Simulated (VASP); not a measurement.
The system is Cd.

```
Cd
1.0
     0.00000    2.21815    2.21815
     2.21815    0.00000    2.21815
     2.21815    2.21815    0.00000
Cd
1
Cartesian
  0.0000 0.0000 0.0000
```

This isn't the form of Cd at room conditions, which is hcp.

- Program: VASP 6.6.1
- Task: relaxation of cell and atoms
- Functional: PBE
- Potentials or basis: VASP PAW PBE potentials, release 64 (Cd)
- Cutoff: 600 eV
- k mesh: 22 × 22 × 22
- Occupations: gaussian, width 0.1 eV
- Spin: no spin polarisation

At the start: pressure 2.4 GPa; volume 21.83 Å³/atom.

Task: Where does the relaxation end?

Result: Over 3 steps the energy falls by 7.8 meV/atom and the volume is 22.93 Å³/atom (+5.1 %); space group Fm-3m (No. 225, to 0.1 Å) before and after.

Step by step:
| step | energy change (eV) | largest force (eV/Å) | pressure (GPa) | volume (Å³) |
| --- | --- | --- | --- | --- |
| 1 | 0.0000 | 0.0000 | 2.39 | 21.83 |
| 2 | -0.0078 | 0.0000 | 0.11 | 22.87 |
| 3 | -0.0078 | 0.0000 | 0.00 | 22.93 |

Final structure:
```cif
data_structure
_symmetry_space_group_name_H-M 'P 1'
_symmetry_Int_Tables_number 1
_cell_length_a 3.1890
_cell_length_b 3.1890
_cell_length_c 3.1890
_cell_angle_alpha 60.000
_cell_angle_beta 60.000
_cell_angle_gamma 60.000
_cell_volume 22.93
loop_
_atom_site_label
_atom_site_type_symbol
_atom_site_fract_x
_atom_site_fract_y
_atom_site_fract_z
_atom_site_occupancy
Cd1 Cd 0.00000 0.00000 0.00000 1
```
